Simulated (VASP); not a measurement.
# TaN in VASP: further runs

TaN is run at these levels: PBEsol; tasks: electric field gradients.

Everything below comes from runs of VASP 6.6.1. Logs are shortened: lines on timing, memory, paths and dates and some standing lists are left out, and cuts for length are marked.

## (1) The cell of the first run

The typed cell holds 6 atoms: a = 5.196 Å, b = 5.219 Å, c = 2.911 Å, α = 90.21°, β = 90.57°, γ = 120.43°.

## (2) Electric field gradients, PBEsol (equal xy, yz and zx shear strains of -1 %)

The input, INCAR:

```
SYSTEM = TaN
ALGO     = Normal         ! electronic algorithm
EDIFF    = 1E-8           ! SCF threshold, eV
ENCUT    = 520            ! plane-wave cutoff, eV
GGA      = PS             ! functional
ISIF     = 2              ! what is computed and relaxed
ISMEAR   = -1             ! smearing method
LASPH    = .True.         ! aspherical terms in the spheres
LCHARG   = .False.        ! write CHGCAR
LEFG     = .True.       
LREAL    = .False.        ! projectors in reciprocal space
LWAVE    = .False.        ! write WAVECAR
NBANDS   = 33             ! bands
NELM     = 100            ! most SCF steps
PREC     = Accurate       ! precision mode
SIGMA    = 0.01           ! smearing width, eV
```

The input, KPOINTS:

```
k-points
0
Gamma
  6 6 9
  0 0 0
```

The input, POSCAR:

```
TaN
1.0
    5.1960008669     -0.0259800043     -0.0259800043
   -2.6204997771      4.5128587510     -0.0095093416
   -0.0145550000     -0.0145550000      2.9110000000
Ta N
3 3
Direct
    0.3333333333      0.6666666667      0.5000000000
    0.6666666667      0.3333333333      0.5000000000
    0.0000000000      0.0000000000      0.0000000000
    0.3928500000      0.0000000000      0.0000000000
    0.6071500000      0.6071500000      0.0000000000
    0.0000000000      0.3928500000      0.0000000000
```

Potentials or basis: VASP PAW PBE potentials, release 64 (Ta_pv, N).

On the command line:

```console
$ cat potpaw_PBE.64/Ta_pv/POTCAR potpaw_PBE.64/N/POTCAR > POTCAR
$ mpirun -np 1 vasp_std > vasp.out
```

OUTCAR:

```text
SYSTEM = TaN
   EDIFF = 1E-8
   ENCUT = 520
   GGA = PS
   ISIF = 2
   ISMEAR = -1
   LASPH = .True.
   LREAL = .False.
   NELM = 100
   PREC = Accurate

 ion  position               nearest neighbor table
   1  0.333  0.667  0.500-   6 2.14   5 2.16   4 2.16   6 2.17   4 2.17   5 2.17   2 2.99   2 3.00
                             2 3.01   3 3.30   3 3.32   3 3.34   3 3.34   3 3.35   3 3.35
   2  0.667  0.333  0.500-   4 2.15   6 2.15   5 2.17   5 2.17   4 2.17   6 2.17   1 2.99   1 3.00
                             1 3.01   3 3.30   3 3.32   3 3.34   3 3.34   3 3.35   3 3.35
   3  0.000  0.000  0.000-   5 2.03   4 2.04   6 2.05   2 3.30   1 3.30   2 3.32   1 3.32   1 3.34
                             2 3.34   2 3.34   1 3.34   2 3.35   1 3.35   1 3.35   2 3.35
   4  0.393  0.000  0.000-   3 2.04   2 2.15   1 2.16   2 2.17   1 2.17
   5  0.607  0.607  0.000-   3 2.03   1 2.16   2 2.17   2 2.17   1 2.17
   6  0.000  0.393  0.000-   3 2.05   1 2.14   2 2.15   1 2.17   2 2.17

  LATTYP: Found a triclinic cell.
 ALAT       =     5.9306293708
 B/A-ratio  =     0.4908539368
 C/A-ratio  =     0.8799276967
 COS(alpha) =     0.0036352537
 COS(beta)  =     0.4455161620
 COS(gamma) =     0.4821147609

  Lattice vectors:

 A1 = (   5.1814458669,  -0.0405350043,   2.8850199957)
 A2 = (  -0.0145550000,  -0.0145550000,   2.9110000000)
 A3 = (   2.6204997771,  -4.5128587510,   0.0095093416)

Analysis of symmetry for initial positions (statically):
=====================================================================
 Subroutine PRICEL returns:
 Original cell was already a primitive cell.

 Routine SETGRP: Setting up the symmetry group for a
 triclinic supercell.

 Subroutine GETGRP returns: Found  1 space group operations
 (whereof  1 operations were pure point group operations)
 out of a pool of  2 trial point group operations.

The static configuration has the point symmetry C_1 .

Analysis of symmetry for dynamics (positions and initial velocities):
=====================================================================
 Subroutine PRICEL returns:
 Original cell was already a primitive cell.

 Routine SETGRP: Setting up the symmetry group for a
 triclinic supercell.

 Subroutine GETGRP returns: Found  1 space group operations
 (whereof  1 operations were pure point group operations)
 out of a pool of  2 trial point group operations.

The dynamic configuration has the point symmetry C_1 .

 Subroutine INISYM returns: Found  1 space group operations
 (whereof  1 operations are pure point group operations),
 and found     1 'primitive' translations

----------------------------------------------------------------------------------------

                                     Primitive cell

  volume of cell :      68.0579

  direct lattice vectors                    reciprocal lattice vectors
     5.196000867 -0.025980004 -0.025980004     0.193023766  0.112087099  0.001525554
    -2.620499777  4.512858751 -0.009509342     0.001116783  0.222239872  0.001116783
    -0.014555000 -0.014555000  2.911000000     0.001726341  0.001726341  0.343541825

  length of vectors
     5.196130765  5.218525042  2.911072774     0.223212946  0.222245484  0.343550500

  position of ions in fractional coordinates (direct lattice)
     0.333333333  0.666666667  0.500000000
     0.666666667  0.333333333  0.500000000
     0.000000000  0.000000000  0.000000000
     0.392850000  0.000000000  0.000000000
     0.607150000  0.607150000  1.000000000
     1.000000000  0.392850000  1.000000000

  ion indices of the primitive-cell ions
   primitive index   ion index
                 1           1
                 2           2
                 3           3
                 4           4
                 5           5
                 6           6

----------------------------------------------------------------------------------------

 KPOINTS: k-points

Automatic generation of k-mesh.
 Grid dimensions read from file:
 generate k-points for:    6    6    9

 Generating k-lattice:

  Cartesian coordinates                     Fractional coordinates (reciprocal lattice)
     0.032170628  0.018681183  0.000254259     0.166666667 -0.000000000  0.000000000
     0.000186131  0.037039979  0.000186131     0.000000000  0.166666667  0.000000000
     0.000191816  0.000191816  0.038171314     0.000000000 -0.000000000  0.111111111

  Length of vectors
     0.037202158  0.037040914  0.038172278

  Shift w.r.t. Gamma in fractional coordinates (k-lattice)
     0.000000000  0.000000000  0.000000000

 Subroutine IBZKPT returns following result:
 ===========================================

 Found    164 irreducible k-points:

 Following reciprocal coordinates:
            Coordinates               Weight
  0.000000  0.000000  0.000000      1.000000
  0.166667  0.000000 -0.000000      2.000000
  0.333333 -0.000000  0.000000      2.000000
  0.500000  0.000000 -0.000000      1.000000
  0.000000  0.166667 -0.000000      2.000000
  0.166667  0.166667 -0.000000      2.000000
[... 16 lines left out ...]
  0.333333  0.000000  0.111111      2.000000
  0.500000  0.000000  0.111111      2.000000
 [... further k-points ...]
   k-points           NKPTS =    164   k-points in BZ     NKDIM =    164   number of bands    NBANDS=     33
   number of dos      NEDOS =    301   number of ions     NIONS =      6
   total plane-waves  NPLWV =  38400
   dimension x,y,z NGX =    40 NGY =   40 NGZ =   24
   dimension x,y,z NGXF=    80 NGYF=   80 NGZF=   48
   ions per type =               3   3
   NGX,Y,Z   is equivalent  to a cutoff of  12.80, 12.74, 13.71 a.u.
   NGXF,Y,Z  is equivalent  to a cutoff of  25.60, 25.49, 27.41 a.u.
 SYSTEM =  TaN
   PREC   = accura    normal or accurate (medium, high low for compatibility)
   ISTART =      0    job   : 0-new  1-cont  2-samecut
   ICHARG =      2    charge: 1-file 2-atom 10-const
   ISPIN  =      1    spin polarized calculation?
   LNONCOLLINEAR =      F non collinear calculations
   LSORBIT =      F    spin-orbit coupling
   LASPH  =      T    aspherical Exc in radial PAW
   ENCUT  =  520.0 eV  38.22 Ry    6.18 a.u.   9.66  9.70  5.41*2*pi/ulx,y,z
   NELM   =    100;   NELMIN=  2; NELMDL= -5     # of ELM steps
   EDIFF  = 0.1E-07   stopping-criterion for ELM
   LREAL  =      F    real-space projection
   EDIFFG = 0.1E-06   stopping-criterion for IOM
   NSW    =      0    number of steps for IOM
   IBRION =     -1    ionic relax: 0-MD 1-quasi-New 2-CG
   NFREE  =      0    steps in history (QN), initial steepest desc. (CG)
   ISIF   =      2    stress and relaxation
   ISYM   =      2    0-nonsym 1-usesym 2-fastsym
   POTIM  = 0.5000    time-step for ionic-motion
   TEBEG  =    0.0;   TEEND  =   0.0 temperature during run
   PSTRESS=    0.0 pullay stress
   NELECT =      48.0000    total number of electrons
   NUPDOWN=      -1.0000    fix difference up-down
   EMIN   =  10.00;   EMAX   =-10.00  energy-range for DOS
   EFERMI =   0.00;   METHOD = LEGACY
   ISMEAR =    -1;   SIGMA  =   0.01  broadening in eV -4-tet -1-fermi 0-gaus
   EFERMI_NEDOS =   21; number of points for ismear=-14 and -15
   IALGO  =     38    algorithm
   IMIX   =      4    mixing-type and parameters
     AMIX     =   0.40;   BMIX     =  1.00
     AMIX_MAG =   1.60;   BMIX_MAG =  1.00
  volume/ion in A,a.u.               =      11.34        76.55
  Fermi-wavevector in a.u.,A,eV,Ry     =   1.457233  2.753771 28.892359  2.123529
  Thomas-Fermi vector in A             =   2.574059
   LORBIT       =      0    0 simple, 1 ext, 2 COOP (PROOUT), +10 PAW based schemes
   GGA     = PS    functional components
   LHFCALC =     F    Hartree Fock is set to
   AEXX    =    0.0000 exact exchange contribution
   IVDW    =     0    specifies the selected vdW correction
   LEPSILON=     F    determine dielectric tensor
   LRPA    =     F    only Hartree local field effects (RPA)
 non-spin polarized calculation
  energy-cutoff  :      520.00
  volume of cell :       68.06
 maximum number of plane-waves:      1851
 NGX is ok and might be reduce to    40
   NGX = 19   NGY = 19   NGZ = 11

 number of electron      48.0000001 magnetization

 Free energy of the ion-electron system (eV)
  ---------------------------------------------------
  ext. energy  EPLUGINS =         0.00000000
  ---------------------------------------------------
  free energy    TOTEN  =       -71.42027667 eV

  energy without entropy =      -71.41967573  energy(sigma->0) =      -71.41997620

 E-fermi :   8.1531     XC(G=0): -13.1614

 val. band max:        8.1520517677   @ k =   0.1667  -0.1667   0.2222
 cond. band min:       8.1539247827   @ k =   0.1667  -0.1667   0.3333
 fundamental gap:      0.0018730149
 Fermi energy:         8.1530955496

 k-point     1 :       0.0000    0.0000    0.0000
  band No.  band energies     occupation
      1     -28.0016      2.00000
      2     -27.9970      2.00000
      3     -27.6481      2.00000
      4     -27.6435      2.00000
      5     -27.4724      2.00000
      6     -27.3644      2.00000
[... 25 lines left out ...]
     32      11.3311      0.00000
     33      11.3744      0.00000
[... 797 lines left out ...]
      3     -27.6899      2.00000
      4     -27.5424      2.00000
      5     -27.5289      2.00000
      6     -27.5002      2.00000
[... 25 lines left out ...]
     32      12.0020      0.00000
     33      12.1435      0.00000

 [... further k-points ...]

------------------------ aborting loop because EDIFF is reached ----------------------------------------

  FORCE on cell =-STRESS in cart. coord.  units (eV):
  Direction    XX          YY          ZZ          XY          YZ          ZX
  --------------------------------------------------------------------------------------
  -------------------------------------------------------------------------------------
  Total       -0.9721937     -0.9743678     -1.6976970      0.8367992      0.8242466      0.8229572
  in kB      -22.8867844    -22.9379674    -39.9661364     19.6994109     19.4039055     19.3735522
  external PRESSURE =     -28.5969627 kB  Pullay stress =       0.0000000 kB

 VOLUME and BASIS-vectors are now :
 -----------------------------------------------------------------------------
  energy-cutoff  :      520.00
  volume of cell :       68.06
      direct lattice vectors                 reciprocal lattice vectors
     5.196000867 -0.025980004 -0.025980004     0.193023766  0.112087099  0.001525554
    -2.620499777  4.512858751 -0.009509342     0.001116783  0.222239872  0.001116783
    -0.014555000 -0.014555000  2.911000000     0.001726341  0.001726341  0.343541825

 POSITION                                       TOTAL-FORCE (eV/Angst)
 -----------------------------------------------------------------------------------
     -0.02228      2.99263      1.44050         0.060107      0.051842      0.008793
      2.58322      1.47969      1.43501        -0.059111      0.050218      0.001586
      0.00000      0.00000      0.00000         0.002220      0.135580      0.000042
      2.04125     -0.01021     -0.01021         0.024546     -0.061268     -0.045873
      1.56372      2.72421     -0.02155        -0.029405     -0.112200      0.054346
     -1.02946      1.77288     -0.00374         0.001642     -0.064171     -0.018894
 -----------------------------------------------------------------------------------
    total drift:                               -0.000534     -0.000368      0.000011

  FREE ENERGIE OF THE ION-ELECTRON SYSTEM (eV)
  ---------------------------------------------------
  free  energy   TOTEN  =       -71.4202766672 eV

  energy  without entropy=      -71.4196757338  energy(sigma->0) =      -71.41997620

 Electric field gradients (V/A^2)
---------------------------------------------------------------------
 ion       V_xx      V_yy      V_zz      V_xy      V_xz      V_yz
---------------------------------------------------------------------
   1      99.124    99.971  -199.095   -10.267   -22.670   -23.657
   2      99.876    99.221  -199.097   -10.245   -23.655   -22.684
   3     -89.391   -89.421   178.812    -6.308    -4.426    -4.403
   4     -14.451     4.661     9.790    -0.785    -0.267    -1.659
   5      -0.090    -9.764     9.855    -9.165    -0.708    -0.012
   6      -0.146    -9.586     9.731     7.394    -1.917    -1.217
---------------------------------------------------------------------

 Electric field gradients after diagonalization (V/A^2)
 (convention: |V_zz| > |V_xx| > |V_yy|)
----------------------------------------------------------------------
 ion       V_xx      V_yy      V_zz     asymmetry (V_yy - V_xx)/ V_zz
----------------------------------------------------------------------
   1     109.830    92.940  -202.770       0.083
   2     109.804    92.970  -202.774       0.083
   3     -95.856   -83.098   178.954       0.071
   4      10.279     4.208   -14.488       0.419
   5       9.940     5.356   -15.296       0.300
   6      10.510     3.129   -13.638       0.541
----------------------------------------------------------------------

           NMR quadrupolar parameters

 Cq : quadrupolar parameter    Cq=e*Q*V_zz/h
 eta: asymmetry parameters     (V_yy - V_xx)/ V_zz
 Q  : nuclear electric quadrupole moment in mb (millibarn)
----------------------------------------------------------------------
 ion       Cq(MHz)       eta       Q (mb)
----------------------------------------------------------------------
   1      -0.490       0.083       1.000
   2      -0.490       0.083       1.000
   3       0.433       0.071       1.000
   4      -0.035       0.419       1.000
   5      -0.037       0.300       1.000
   6      -0.033       0.541       1.000
----------------------------------------------------------------------
```

Run time: 8.7 min. Hardware: 1 thread of Intel Xeon Platinum 8259CL at 2.50GHz (Skylake/Cascade Lake), shared host; peak memory 0.39 GiB.

What came out:

| Quantity | Value |
| --- | --- |
| Free energy | -71.4203 eV |
| Pressure | -2.9 GPa |
| Largest force | 0.136 eV/Å |
| Band gap on the k mesh | zero (band 24 reaches 9.92 eV, above the bottom of band 25 at 6.84 eV) |

Forces on the atoms (eV/Å):
```
Ta   0.060  0.052  0.009
Ta  -0.059  0.050  0.002
Ta   0.002  0.136  0.000
N    0.025 -0.061 -0.046
N   -0.029 -0.112  0.054
N    0.002 -0.064 -0.019
```

Levels at points of the mesh, in eV from the Fermi level:
| k point | band 22 | band 23 | band 24 | band 25 | band 26 | band 27 |
| --- | --- | --- | --- | --- | --- | --- |
| (0.00, 0.00, 0.00) | -3.29 | -1.90 | -0.89 | -0.89 | 0.58 | 0.59 |
| (0.50, 0.00, 0.00) | -3.82 | -2.77 | -2.65 | 1.23 | 1.81 | 1.91 |
| (0.00, 0.50, 0.00) | -3.84 | -2.82 | -2.62 | 1.21 | 1.79 | 1.94 |
| (0.50, 0.50, 0.00) | -3.81 | -2.87 | -2.59 | 1.20 | 1.78 | 1.96 |

Electric field gradients, principal values (V/Å²):
```tsv
atom	least	middle	greatest (by size)
1 Ta	92.940	109.830	-202.770
2 Ta	92.970	109.804	-202.774
3 Ta	-83.098	-95.856	178.954
4 N	4.208	10.279	-14.488
5 N	5.356	9.940	-15.296
6 N	3.129	10.510	-13.638
```

Caveat: the cell differs from its parent crystal (equal xy, yz and zx shear strains of -1 %); without QUAD_EFG the Cq values of the log hold for a quadrupole moment of 1 mb, not for the nuclei; the PAW data sets were made with another functional, which shifts forces and pressure a little; spin-orbit coupling is left out, which moves the levels of the heavy elements.

(Part 1 of 2 ends here.)
